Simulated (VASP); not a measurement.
## SbPb: single point with LDA

The system is SbPb.

```xyz
2
Lattice="0.0000 3.0735 3.2423 3.0735 0.0000 3.2423 3.0735 3.0735 0.0000" Properties=species:S:1:pos:R:3 pbc="T T T"
Sb    3.0735    3.0735    3.2423
Pb    0.0000    0.0000    0.0000
```

```
Program                : VASP 6.6.1
Task                   : single point
Functional             : LDA
Potentials or basis    : VASP PAW LDA potentials, release 64 (Sb, Pb_d)
Cutoff                 : 520 eV
k mesh                 : 14 × 14 × 14
Occupations            : gaussian, width 0.15 eV
Spin                   : no spin polarisation
Dipole correction      : no
Further INCAR settings : ALGO = Fast; EDIFF = 1e-06; NBANDS = 16
```

The pressure is -1.0 GPa. The band gap on the k mesh is zero (an odd number of electrons rules out a gap without spin polarisation).

Stress tensor (GPa, compression positive):
```
 0.45  0.00  0.00
 0.00  0.45  0.00
 0.00  0.00 -3.99
```

Levels at points of the mesh, in eV from the Fermi level:
```
           k point  band 7  band 8  band 9  band 10  band 11  band 12  band 13  band 14
(0.00, 0.00, 0.00)   -3.94   -0.91   -0.91    -0.23     3.66     5.09     5.09     5.65
(0.50, 0.00, 0.00)   -8.99   -0.08    0.21     0.86     1.02     1.31     1.43     9.19
(0.50, 0.50, 0.00)   -6.23   -4.71   -2.54    -2.54     3.19     6.82     6.82     8.14
(0.50, 0.00, 0.50)   -6.93   -4.81   -3.03    -2.37     3.01     5.87     7.40     8.90
```

Wall time 4.1 min on 1 thread of Oxide Virtual Turin-like Processor, on a shared host, peak memory 0.33 GiB.

Caveat: spin-orbit coupling is left out, which moves the levels of the heavy elements.
